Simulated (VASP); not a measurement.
# VH6 (Im-3m) in VASP: a series of runs

Runs on VH6. Level: PBE. Tasks: relaxation of cell and atoms, single point.

All numbers are computed with VASP 6.6.1; they aren't measurements. Logs are shortened: lines on timing, memory, paths and dates and some standing lists are left out, and cuts for length are marked.

### Step 1. The cell of the first run

It takes space group Im-3m (No. 229, cubic). Conventional cell: a = 4.974 Å, b = 4.974 Å, c = 4.974 Å, α = 90.00°, β = 90.00°, γ = 90.00°. V (site symmetry m-3m) has 6 H at 1.36 Å within 1.8 Å. H (site symmetry 4mm) has 1 V at 1.36 Å within 1.8 Å.

The cell was generated, and may not be a known phase.

### Step 2. Relaxation of cell and atoms, PBE, collinear spin, ferromagnetic start

Contents of INCAR:

```
PREC = Accurate
ENCUT = 600
EDIFF = 1E-6
ISMEAR = 0
SIGMA = 0.1
LREAL = False
LASPH = True
NELM = 150
ALGO = Normal
ISIF = 3
LWAVE = False
LCHARG = False
ISPIN = 2
MAGMOM = 2 0 0 0 0 0 0
LORBIT = 11
LMAXMIX = 4
GGA = PE
IBRION = 2
NSW = 90
EDIFFG = -0.04
```

Contents of KPOINTS:

```
Automatic mesh
0
Gamma
  6 6 6
```

Contents of POSCAR:

```
VH6
1.0
   -2.4872429500      2.4872429500      2.4872429500
    2.4872429500     -2.4872429500      2.4872429500
    2.4872429500      2.4872429500     -2.4872429500
V H
1 6
Direct
    0.0000000000      0.0000000000      0.0000000000
    0.7256271800      0.7256271800      0.0000000000
    0.2743728200      0.2743728200      0.0000000000
    0.0000000000      0.2743728200      0.2743728200
    0.0000000000      0.7256271800      0.7256271800
    0.7256271800      0.0000000000      0.7256271800
    0.2743728200      0.0000000000      0.2743728200
```

Potentials or basis: VASP PAW PBE potentials, release 64 (V_sv, H).

Run with:

```bash
> cat potpaw_PBE.64/V_sv/POTCAR potpaw_PBE.64/H/POTCAR > POTCAR
> mpirun -np 1 vasp_std > vasp.out
```

OUTCAR:

```text
PREC = Accurate
   ENCUT = 600
   EDIFF = 1E-6
   ISMEAR = 0
   LREAL = False
   LASPH = True
   NELM = 150
   ISIF = 3
   ISPIN = 2
   LORBIT = 11
   GGA = PE
   IBRION = 2
   NSW = 90
   EDIFFG = -0.04

 ion  position               nearest neighbor table
   1  0.000  0.000  0.000-   2 1.36   5 1.36   6 1.36   3 1.36   4 1.36   7 1.36
   2  0.726  0.726  0.000-   1 1.36
   3  0.274  0.274  0.000-   1 1.36
   4  0.000  0.274  0.274-   1 1.36
   5  0.000  0.726  0.726-   1 1.36
   6  0.726  0.000  0.726-   1 1.36
   7  0.274  0.000  0.274-   1 1.36

  LATTYP: Found a body centered cubic cell.
 ALAT       =     4.9744859000

  Lattice vectors:

 A1 = (  -2.4872429500,   2.4872429500,   2.4872429500)
 A2 = (   2.4872429500,  -2.4872429500,   2.4872429500)
 A3 = (   2.4872429500,   2.4872429500,  -2.4872429500)

Analysis of symmetry for initial positions (statically):
=====================================================================
 Subroutine PRICEL returns:
 Original cell was already a primitive cell.

 Routine SETGRP: Setting up the symmetry group for a
 body centered cubic supercell.

 Subroutine GETGRP returns: Found 48 space group operations
 (whereof 48 operations were pure point group operations)
 out of a pool of 48 trial point group operations.

The static configuration has the point symmetry O_h .

Analysis of symmetry for dynamics (positions and initial velocities):
=====================================================================
 Subroutine PRICEL returns:
 Original cell was already a primitive cell.

 Routine SETGRP: Setting up the symmetry group for a
 body centered cubic supercell.

 Subroutine GETGRP returns: Found 48 space group operations
 (whereof 48 operations were pure point group operations)
 out of a pool of 48 trial point group operations.

The dynamic configuration has the point symmetry O_h .

Analysis of structural, dynamic, and magnetic symmetry:
=====================================================================
 Subroutine PRICEL returns:
 Original cell was already a primitive cell.

 Routine SETGRP: Setting up the symmetry group for a
 body centered cubic supercell.

 Subroutine GETGRP returns: Found 48 space group operations
 (whereof 48 operations were pure point group operations)
 out of a pool of 48 trial point group operations.

The overall configuration has the point symmetry O_h .

 Subroutine INISYM returns: Found 48 space group operations
 (whereof 48 operations are pure point group operations),
 and found     1 'primitive' translations

----------------------------------------------------------------------------------------

                                     Primitive cell

  volume of cell :      61.5481

  direct lattice vectors                    reciprocal lattice vectors
    -2.487242950  2.487242950  2.487242950     0.000000000  0.201025798  0.201025798
     2.487242950 -2.487242950  2.487242950     0.201025798  0.000000000  0.201025798
     2.487242950  2.487242950 -2.487242950     0.201025798  0.201025798  0.000000000

  length of vectors
     4.308031160  4.308031160  4.308031160     0.284293411  0.284293411  0.284293411

  position of ions in fractional coordinates (direct lattice)
     0.000000000  0.000000000  0.000000000
     0.725627180  0.725627180  0.000000000
     0.274372820  0.274372820  0.000000000
     0.000000000  0.274372820  0.274372820
     0.000000000  0.725627180  0.725627180
     0.725627180  0.000000000  0.725627180
     0.274372820  0.000000000  0.274372820

  ion indices of the primitive-cell ions
   primitive index   ion index
                 1           1
                 2           2
                 3           3
                 4           4
                 5           5
                 6           6
                 7           7

----------------------------------------------------------------------------------------

 KPOINTS: Automatic mesh

Automatic generation of k-mesh.
 Grid dimensions read from file:
 generate k-points for:    6    6    6

 Generating k-lattice:

  Cartesian coordinates                     Fractional coordinates (reciprocal lattice)
     0.000000000  0.033504300  0.033504300     0.166666667  0.000000000  0.000000000
     0.033504300  0.000000000  0.033504300     0.000000000  0.166666667  0.000000000
     0.033504300  0.033504300  0.000000000     0.000000000  0.000000000  0.166666667

  Length of vectors
     0.047382235  0.047382235  0.047382235

  Shift w.r.t. Gamma in fractional coordinates (k-lattice)
     0.000000000  0.000000000  0.000000000

 Subroutine IBZKPT returns following result:
 ===========================================

 Found     16 irreducible k-points:

 Following reciprocal coordinates:
            Coordinates               Weight
  0.000000  0.000000  0.000000      1.000000
  0.166667  0.000000  0.000000     12.000000
  0.333333  0.000000  0.000000     12.000000
  0.500000  0.000000  0.000000      6.000000
  0.166667  0.166667  0.000000     24.000000
  0.333333  0.166667  0.000000     48.000000
[... 8 lines left out ...]
  0.500000  0.500000  0.333333     12.000000
  0.500000  0.500000  0.500000      1.000000
   k-points           NKPTS =     16   k-points in BZ     NKDIM =     16   number of bands    NBANDS=     14
   number of dos      NEDOS =    301   number of ions     NIONS =      7
   total plane-waves  NPLWV =  46656
   dimension x,y,z NGX =    36 NGY =   36 NGZ =   36
   dimension x,y,z NGXF=    72 NGYF=   72 NGZF=   72
   ions per type =               1   6
   NGX,Y,Z   is equivalent  to a cutoff of  13.89, 13.89, 13.89 a.u.
   NGXF,Y,Z  is equivalent  to a cutoff of  27.78, 27.78, 27.78 a.u.
 SYSTEM =  unknown system
   PREC   = accura    normal or accurate (medium, high low for compatibility)
   ISTART =      0    job   : 0-new  1-cont  2-samecut
   ICHARG =      2    charge: 1-file 2-atom 10-const
   ISPIN  =      2    spin polarized calculation?
   LNONCOLLINEAR =      F non collinear calculations
   LSORBIT =      F    spin-orbit coupling
   LASPH  =      T    aspherical Exc in radial PAW
   ENCUT  =  600.0 eV  44.10 Ry    6.64 a.u.   8.60  8.60  8.60*2*pi/ulx,y,z
   NELM   =    150;   NELMIN=  2; NELMDL= -5     # of ELM steps
   EDIFF  = 0.1E-05   stopping-criterion for ELM
   LREAL  =      F    real-space projection
   EDIFFG = -.4E-01   stopping-criterion for IOM
   NSW    =     90    number of steps for IOM
   IBRION =      2    ionic relax: 0-MD 1-quasi-New 2-CG
   NFREE  =      1    steps in history (QN), initial steepest desc. (CG)
   ISIF   =      3    stress and relaxation
   ISYM   =      2    0-nonsym 1-usesym 2-fastsym
   POTIM  = 0.5000    time-step for ionic-motion
   TEBEG  =    0.0;   TEEND  =   0.0 temperature during run
   PSTRESS=    0.0 pullay stress
   NELECT =      19.0000    total number of electrons
   NUPDOWN=      -1.0000    fix difference up-down
   EMIN   =  10.00;   EMAX   =-10.00  energy-range for DOS
   EFERMI =   0.00;   METHOD = LEGACY
   ISMEAR =     0;   SIGMA  =   0.10  broadening in eV -4-tet -1-fermi 0-gaus
   EFERMI_NEDOS =   21; number of points for ismear=-14 and -15
   IALGO  =     38    algorithm
   IMIX   =      4    mixing-type and parameters
     AMIX     =   0.40;   BMIX     =  1.00
     AMIX_MAG =   1.60;   BMIX_MAG =  1.00
  volume/ion in A,a.u.               =       8.79        59.34
  Fermi-wavevector in a.u.,A,eV,Ry     =   1.106423  2.090836 16.655866  1.224172
  Thomas-Fermi vector in A             =   2.242924
   LORBIT       =     11    0 simple, 1 ext, 2 COOP (PROOUT), +10 PAW based schemes
   GGA     = PE    functional components
   LHFCALC =     F    Hartree Fock is set to
   AEXX    =    0.0000 exact exchange contribution
   IVDW    =     0    specifies the selected vdW correction
   LEPSILON=     F    determine dielectric tensor
   LRPA    =     F    only Hartree local field effects (RPA)
 conjugate gradient relaxation of ions
 spin polarized calculation
 Gauss-broadening in eV      SIGMA  =   0.10
  energy-cutoff  :      600.00
  volume of cell :       61.55
 maximum number of plane-waves:      2093
 NGX is ok and might be reduce to    36
   NGX = 17   NGY = 17   NGZ = 17

--------------------------------------- Ionic step        1  -------------------------------------------

 number of electron      19.0000002 magnetization       0.1689357

 number of electron      19.0000002 magnetization      -2.0116670

 Free energy of the ion-electron system (eV)
  ---------------------------------------------------
  ext. energy  EPLUGINS =         0.00000000
  ---------------------------------------------------
  free energy    TOTEN  =       -14.31590311 eV

  energy without entropy =      -14.29093766  energy(sigma->0) =      -14.30342038

------------------------ aborting loop because EDIFF is reached ----------------------------------------

  FORCE on cell =-STRESS in cart. coord.  units (eV):
  Direction    XX          YY          ZZ          XY          YZ          ZX
  --------------------------------------------------------------------------------------
  -------------------------------------------------------------------------------------
  Total       17.3121892     17.3121892     17.3121892     -0.0000000     -0.0000000      0.0000000
  in kB      450.6589032    450.6589032    450.6589032     -0.0000000     -0.0000000      0.0000000
  external PRESSURE =     450.6589032 kB  Pullay stress =       0.0000000 kB
[... 1767 lines left out ...]
      1     -60.1512      1.00000
      2     -34.0944      1.00000
      3     -34.0944      1.00000
      4     -34.0944      1.00000
      5      -4.9591      1.00000
      6      -4.9591      1.00000
      7      -1.3607      1.00000
      8       4.0166      0.00000
      9       4.0166      0.00000
     10       4.0166      0.00000
     11       4.8443      0.00000
     12       4.8443      0.00000
     13       4.8443      0.00000
     14       7.0814      0.00000

[... ionic steps 4 to 24 ...]

--------------------------------------- Ionic step       25  -------------------------------------------

 number of electron      18.9999997 magnetization       0.0000394

 number of electron      18.9999997 magnetization      -0.0000158
[... 83 lines left out ...]
 number of electron      19.0000000 magnetization       0.0007345

 number of electron      19.0000000 magnetization      -0.0000755

 Free energy of the ion-electron system (eV)
  ---------------------------------------------------
  ext. energy  EPLUGINS =         0.00000000
  ---------------------------------------------------
  free energy    TOTEN  =       -24.06210751 eV

  energy without entropy =      -24.02525989  energy(sigma->0) =      -24.04368370

 E-fermi :   2.2159     XC(G=0):  -9.3496

 val. band max:        2.1703487418   @ k =  -0.3333   0.3333   0.1667
 cond. band min:       2.2382599324   @ k =  -0.3333   0.3333   0.3333
 fundamental gap:      0.0679111906
 Fermi energy:         2.2158937964
[... 581 lines left out ...]
  FREE ENERGIE OF THE ION-ELECTRON SYSTEM (eV)
  ---------------------------------------------------
  free  energy   TOTEN  =       -24.0621075110 eV

  energy  without entropy=      -24.0252598912  energy(sigma->0) =      -24.04368370

 reached required accuracy - stopping structural energy minimisation

 total charge

# of ion       s       p       d       tot
------------------------------------------
    1        2.264   6.090   3.060  11.414
    2        0.557   0.026   0.000   0.583
    3        0.557   0.026   0.000   0.583
    4        0.557   0.026   0.000   0.583
    5        0.557   0.026   0.000   0.583
    6        0.557   0.026   0.000   0.583
    7        0.557   0.026   0.000   0.583
--------------------------------------------------
tot          5.608   6.247   3.060  14.914

 magnetization (x)

# of ion       s       p       d       tot
------------------------------------------
    1       -0.000  -0.000  -0.000  -0.000
    2       -0.000  -0.000   0.000  -0.000
    3       -0.000  -0.000   0.000  -0.000
    4       -0.000  -0.000   0.000  -0.000
    5       -0.000  -0.000   0.000  -0.000
    6       -0.000  -0.000   0.000  -0.000
    7       -0.000  -0.000   0.000  -0.000
--------------------------------------------------
tot         -0.000  -0.000  -0.000  -0.000
```

It took 8.7 min on 1 thread of Intel Xeon 6975P-C (Granite Rapids), shared host; peak memory 0.27 GiB.

Results:

- Free energy: -24.0621 eV
- Relaxed volume: 7.04 Å³/atom
- Relaxed cell: a = 3.999 Å, b = 3.999 Å, c = 3.999 Å, α = 109.47°, β = 109.47°, γ = 109.47°
- Space group after relaxing (to 0.1 Å): Im-3m (No. 229)
- Pressure after relaxing: 0.2 GPa
- Largest force after relaxing: 0.008 eV/Å
- Net moment: 0.00 μB per cell
- Valence electrons inside the program's atomic spheres: V 11.41; H 0.58

Forces in eV/Å, atoms in the order of the input:
```
V    0.000  0.000  0.000
H    0.000  0.000  0.008
H    0.000  0.000 -0.008
H   -0.008  0.000  0.000
H    0.008  0.000  0.000
H    0.000  0.008  0.000
H    0.000 -0.008  0.000
```

Final structure:
```cif
data_structure
_symmetry_space_group_name_H-M 'P 1'
_symmetry_Int_Tables_number 1
_cell_length_a 3.9994
_cell_length_b 3.9994
_cell_length_c 3.9994
_cell_angle_alpha 109.471
_cell_angle_beta 109.471
_cell_angle_gamma 109.471
_cell_volume 49.25
loop_
_atom_site_label
_atom_site_type_symbol
_atom_site_fract_x
_atom_site_fract_y
_atom_site_fract_z
_atom_site_occupancy
V1 V 0.00000 0.00000 0.00000 1
H1 H 0.59423 0.59423 0.00000 1
H2 H 0.40577 0.40577 0.00000 1
H3 H 0.00000 0.40577 0.40577 1
H4 H 0.00000 0.59423 0.59423 1
H5 H 0.59423 0.00000 0.59423 1
H6 H 0.40577 0.00000 0.40577 1
```

Levels at points of the mesh, in eV from the Fermi level:
Spin up:
```tsv
k point	band 8	band 9	band 10	band 11	band 12	band 13
(0.00, 0.00, 0.00)	0.17	0.17	0.17	2.30	2.30	4.22
(0.50, 0.00, 0.00)	-1.33	-0.78	-0.30	0.70	0.93	2.70
(0.50, 0.50, 0.50)	0.43	0.43	0.85	0.85	0.85	2.20
```
Spin down:
| k point | band 6 | band 7 | band 8 | band 9 | band 10 | band 11 | band 12 | band 13 | band 14 |
| --- | --- | --- | --- | --- | --- | --- | --- | --- | --- |
| (0.00, 0.00, 0.00) | -5.73 | -5.73 | 0.17 | 0.17 | 0.17 | 2.30 | 2.30 | 4.22 | 4.22 |
| (0.50, 0.00, 0.00) | -7.75 | -5.44 | -1.33 | -0.78 | -0.30 | 0.70 | 0.93 | 2.70 | 3.43 |
| (0.50, 0.50, 0.50) | -7.98 | -5.52 | 0.43 | 0.43 | 0.85 | 0.85 | 0.85 | 2.20 | 2.20 |

Caveat: the volume moved by over 15 % at a fixed basis, so the end points are rough; the moments typed at the start vanished in this run.

### Step 3. Single point, PBE, collinear spin, ferromagnetic start

This run uses another cell than the first one, of 8.95 Å³/atom.

Contents of INCAR:

```
SYSTEM = VH6
PREC = Accurate
ENCUT = 520
EDIFF = 1E-7
ISMEAR = 0
SIGMA = 0.1
LREAL = .False.
LASPH = .True.
NELM = 150
ALGO = Normal
ISIF = 2
LWAVE = .False.
LCHARG = .True.
ISPIN = 2
MAGMOM = 2.73 0 0 0 0 0 0
LORBIT = 11
LMAXMIX = 4
GGA = PE
LELF = .True.
LVHAR = .True.
NBANDS = 22
```

Contents of KPOINTS:

```
Automatic mesh
0
Gamma
  10 10 10
  0 0 0
```

Contents of POSCAR:

```
VH6
1.0
   -2.5023938081      2.5023938081      2.5023938081
    2.5023938081     -2.5023938081      2.5023938081
    2.5023938081      2.5023938081     -2.5023938081
V H
1 6
Direct
    0.0000000000      0.0000000000      0.0000000000
    0.5815090573      0.5815090573      0.0000000000
    0.4184909427      0.4184909427      0.0000000000
    0.0000000000      0.4184909427      0.4184909427
    0.0000000000      0.5815090573      0.5815090573
    0.5815090573      0.0000000000      0.5815090573
    0.4184909427      0.0000000000      0.4184909427
```

Potentials or basis: VASP PAW PBE potentials, release 64 (V_sv, H).

Run with:

```bash
> cat potpaw_PBE.64/V_sv/POTCAR potpaw_PBE.64/H/POTCAR > POTCAR
> mpirun -np 1 vasp_std > vasp.out
```

It took 46 s on 1 thread of Intel Xeon 6975P-C (Granite Rapids), shared host; peak memory 0.25 GiB.

The run converged. Its results:

```
Free energy                                           : -24.9192 eV
Pressure                                              : -0.1 GPa
Largest force                                         : 0.009 eV/Å
Net moment                                            : 4.67 μB per cell
Site moments                                          : V +3.27; H +0.02 μB
Valence electrons inside the program's atomic spheres : V 11.43; H 0.59
```

Forces on the atoms (eV/Å):
```
V    0.000  0.000  0.000
H    0.000  0.000  0.009
H    0.000  0.000 -0.009
H   -0.009  0.000  0.000
H    0.009  0.000  0.000
H    0.000  0.009  0.000
H    0.000 -0.009  0.000
```

Levels at points of the mesh, in eV from the Fermi level:
Spin up:
```tsv
k point	band 8	band 9	band 10	band 11	band 12	band 13	band 14	band 15	band 16	band 17
(0.00, 0.00, 0.00)	-0.63	-0.63	-0.63	0.95	0.95	2.84	2.84	2.84	3.80	6.48
(0.50, 0.00, 0.00)	-1.89	-1.01	-0.97	-0.26	-0.06	1.52	1.55	4.65	5.75	8.02
(0.50, 0.50, 0.50)	-0.36	-0.36	-0.36	-0.12	-0.12	-0.12	0.98	0.98	4.89	8.54
```
Spin down:
```tsv
k point	band 3	band 4	band 5	band 6	band 7	band 8	band 9	band 10	band 11	band 12
(0.00, 0.00, 0.00)	-35.44	-35.44	-9.87	-6.42	-6.42	2.36	2.36	2.36	3.44	3.44
(0.50, 0.00, 0.00)	-35.44	-35.44	-8.38	-7.82	-6.48	-0.03	1.23	1.68	2.70	2.99
(0.50, 0.50, 0.50)	-35.44	-35.44	-8.10	-8.10	-6.29	0.99	0.99	0.99	3.02	3.02
```

[end of part 1 of 2]
